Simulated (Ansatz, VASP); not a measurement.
Ge8N in VASP and in Ansatz

INCAR

```
SYSTEM = Ge8N
PREC = Accurate ; ENCUT = 520
EDIFF = 1E-7 ; ISMEAR = 0
SIGMA = 0.15 ; LREAL = .FALSE.
LASPH = .TRUE. ; NELM = 80
ALGO = Fast ; ISIF = 2
LWAVE = .FALSE. ; LCHARG = .FALSE.
NBANDS = 68
```

KPOINTS

```
regular mesh
0
G
  6 6 6
  0 0 0
```

The input POSCAR:

```
Ge8N
1.0
    5.6214248924      0.0000000000      0.0000000000
    0.0000000000     -5.6214248924      0.0000000000
    0.0000000000      0.0000000000     -5.6214248924
Ge N
8 1
Direct
    0.5000000000      0.0000000000      0.0000000000
    0.0000000000      0.5000000000      0.0000000000
    0.0000000000      0.0000000000      0.5000000000
    0.5000000000      0.5000000000      0.5000000000
    0.7500000000      0.7500000000      0.7500000000
    0.2500000000      0.2500000000      0.7500000000
    0.2500000000      0.7500000000      0.2500000000
    0.7500000000      0.2500000000      0.2500000000
    0.8333333333      0.5000000000      0.7500000000
```

Input for Ansatz:

```yaml
crystal:
  lattice:
    - [5.6214248924, 0.0, 0.0]
    - [0.0, -5.6214248924, 0.0]
    - [0.0, 0.0, -5.6214248924]
  atoms:
    - { symbol: Ge, position: [0.5, 0.0, 0.0] }
    - { symbol: Ge, position: [0.0, 0.5, 0.0] }
    - { symbol: Ge, position: [0.0, 0.0, 0.5] }
    - { symbol: Ge, position: [0.5, 0.5, 0.5] }
    - { symbol: Ge, position: [0.75, 0.75, 0.75] }
    - { symbol: Ge, position: [0.25, 0.25, 0.75] }
    - { symbol: Ge, position: [0.25, 0.75, 0.25] }
    - { symbol: Ge, position: [0.75, 0.25, 0.25] }
    - { symbol: "N", position: [0.8333333333, 0.5, 0.75] }
basis:
  ecutwfc: 420
kpoints:
  mp_grid: { grid: [6, 6, 6] }
hamiltonian:
  xc: lda
  pseudopotentials: { kind: paw, azcp: { folder: soft_1 } }
scf:
  occupations: { method: gaussian, width: 0.15 }
output:
  forces: true
  stress: true
  eigenvalues: true
  write_density: true
  write_potential: true
  elf: true
  volumetric_format: npy
```

Alike in both runs: task single point; functional LDA; k mesh 6 × 6 × 6; occupations gaussian, width 0.15 eV; no spin polarisation.

```csv
,VASP,Ansatz
version,VASP 6.6.1,Ansatz 0.2.0
potentials or method,"VASP PAW LDA potentials, release 64 (Ge_d, N), cutoff 520 eV","scalar-relativistic, plane waves, PAW"
valence electrons in the cell,117,117
```

VASP gave:

| Quantity | Value |
| --- | --- |
| gap on the k mesh at the Fermi level (eV) | none |
| pressure (GPa) | 14.4 |
| traceless stress, the component that is largest in VASP (GPa) | 9.93 |
| rms of the force components (eV/Å) | 4.725 |

Problem. Estimate Ansatz's values.

Solution. gap on the k mesh at the Fermi level (eV): none; pressure (GPa): 14.4; traceless stress, the component that is largest in VASP (GPa): 10.25; rms of the force components (eV/Å): 4.813.

Ansatz warns that its potentials were made for another functional, while VASP's fit it. LDA's correlation is that of Perdew and Zunger in VASP and of Perdew and Wang (1992) in Ansatz. Atom by atom the forces differ by 0.103 eV/Å (rms over components). A gap of «none» marks a metal or a gap that the smearing closes.
